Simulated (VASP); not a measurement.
**AgCl: single point with PBE**

AgCl:

```xyz
4
Lattice="4.3029 0.0000 0.0000 -2.1515 3.7264 0.0000 0.0000 0.0000 6.9385" Properties=species:S:1:pos:R:3 pbc="T T T"
Ag    0.0000    2.4843   -0.0165
Ag    2.1515    1.2421    3.4527
Cl    0.0000    2.4843    2.6185
Cl    2.1515    1.2421    6.0877
```

| Property | Result |
| --- | --- |
| Program | VASP 6.6.1 |
| Task | single point |
| Functional | PBE |
| Potentials or basis | VASP PAW PBE potentials, release 64 (Ag, Cl) |
| Cutoff | 520 eV |
| k mesh | 6 × 6 × 4 |
| Occupations | gaussian, width 0.01 eV |
| Spin | no spin polarisation |
| Dipole correction | no |
| Further INCAR settings | ALGO = Normal; EDIFF = 1e-06; NBANDS = 26 |

```
Pressure               : -0.1 GPa
Band gap on the k mesh : 1.30 eV, direct
```

Levels at points of the mesh, in eV from the valence-band top:
| k point | band 16 | band 17 | band 18 | band 19 | band 20 | band 21 |
| --- | --- | --- | --- | --- | --- | --- |
| (0.00, 0.00, 0.00) | -0.12 | 0.00 | 0.00 | 1.30 | 3.57 | 6.75 |
| (0.50, 0.00, 0.00) | -1.31 | -0.62 | -0.58 | 3.94 | 5.12 | 5.92 |
| (0.00, 0.00, 0.50) | -0.26 | -0.26 | -0.26 | 2.73 | 2.73 | 6.85 |
| (0.50, 0.00, 0.50) | -0.91 | -0.87 | -0.87 | 4.34 | 4.34 | 6.08 |

Wall time 25 s on 1 thread of Intel(R) Xeon(R) 6975P-C (Granite Rapids), with other jobs on the host, peak memory 0.24 GiB.

PBE gaps usually lie below the measured ones, often by a third to a half.
